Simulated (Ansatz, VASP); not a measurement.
# Ta: VASP beside Ansatz

```xyz
32
Lattice="0.0000 6.6415 6.6415 6.6415 0.0000 6.6415 6.6415 6.6415 0.0000" Properties=species:S:1:pos:R:3 pbc="T T T"
Ta    0.0000    0.0000    0.0000
Ta    1.6604    1.6604    1.6604
Ta    3.3207    3.3207    3.3207
Ta    4.9811    4.9811    4.9811
Ta    3.3207    3.3207    0.0000
Ta    4.9811    4.9811    1.6604
Ta    6.6415    6.6415    3.3207
Ta    8.3018    8.3018    4.9811
Ta    3.3207    0.0000    3.3207
Ta    4.9811    1.6604    4.9811
Ta    6.6415    3.3207    6.6415
Ta    8.3018    4.9811    8.3018
Ta    6.6415    3.3207    3.3207
Ta    8.3018    4.9811    4.9811
Ta    9.9622    6.6415    6.6415
Ta   11.6226    8.3018    8.3018
Ta    0.0000    3.3207    3.3207
Ta    1.6604    4.9811    4.9811
Ta    3.3207    6.6415    6.6415
Ta    4.9811    8.3018    8.3018
Ta    3.3207    6.6415    3.3207
Ta    4.9811    8.3018    4.9811
Ta    6.6415    9.9622    6.6415
Ta    8.3018   11.6226    8.3018
Ta    3.3207    3.3207    6.6415
Ta    4.9811    4.9811    8.3018
Ta    6.6415    6.6415    9.9622
Ta    8.3018    8.3018   11.6226
Ta    6.6415    6.6415    6.6415
Ta    8.3018    8.3018    8.3018
Ta    9.9622    9.9622    9.9622
Ta   11.6226   11.6226   11.6226
```

Alike in both runs: task single point; functional PBE; k mesh 3 × 3 × 3; occupations methfessel-paxton of order 1, width 0.1 eV; no spin polarisation.

|  | VASP | Ansatz |
| --- | --- | --- |
| version | VASP 6.6.1 | Ansatz 0.2.0 |
| potentials or method | VASP PAW PBE potentials, release 64 (Ta_pv), cutoff 520 eV | plane-wave PAW DFT |
| valence electrons in the cell | 352 | 416 |

|  | VASP | Ansatz | Ansatz less VASP |
| --- | --- | --- | --- |
| pressure (GPa) | 0.0 | -0.1 | -0.07 |

With one functional, cell and mesh, what is left measures potentials, basis and numerics. VASP's potentials hold 352 valence electrons a cell and Ansatz's 416, so a difference there can come from the potentials and not from the codes.

Neither program's run includes spin-orbit coupling.
